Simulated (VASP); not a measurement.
Runs of VASP 6.6.1 on Zr. The structure is that of space group Im-3m (No. 229), or close to it. The cells are those of the table. 

```tsv
cell	k mesh	gap on the mesh (eV)	pressure (GPa)
a = 3.133 Å, angles 109.5°, 1 atom	14 × 14 × 14	none	-6.4
a = 3.012 Å, angles 109.5°, 1 atom	14 × 14 × 14	none	3.9
a = 2.970 Å, angles 109.5°, 1 atom	14 × 14 × 14	none	(a)
a = 3.054 Å, angles 109.5°, 1 atom	21 × 21 × 21	none	-0.1
a = 3.054 Å, angles 109.5°, 1 atom	14 × 14 × 14	none	-0.1
a = 3.171 Å, angles 109.5°, 1 atom	14 × 14 × 14	none	-8.8
a = 3.094 Å, angles 109.5°, 1 atom	14 × 14 × 14	none	(b)
a = 2.926 Å, angles 109.5°, 1 atom	14 × 14 × 14	none	14.4
```

Alike in all rows: task single point; level PBEsol; potentials or basis VASP PAW PBE potentials, release 64 (Zr_sv); no spin polarisation; cutoff (eV) 520; smearing fermi-dirac 0.1 eV.

Task: Fill in the values left out.

Result: (a) 8.6; (b) -3.5.

Caveats: the PAW data sets were made with another functional, which shifts forces and pressure a little.

A k mesh can miss the band edges, and the runs leave out spin-orbit coupling on Zr.

A gap of «none» marks levels without a gap at the run's occupations.
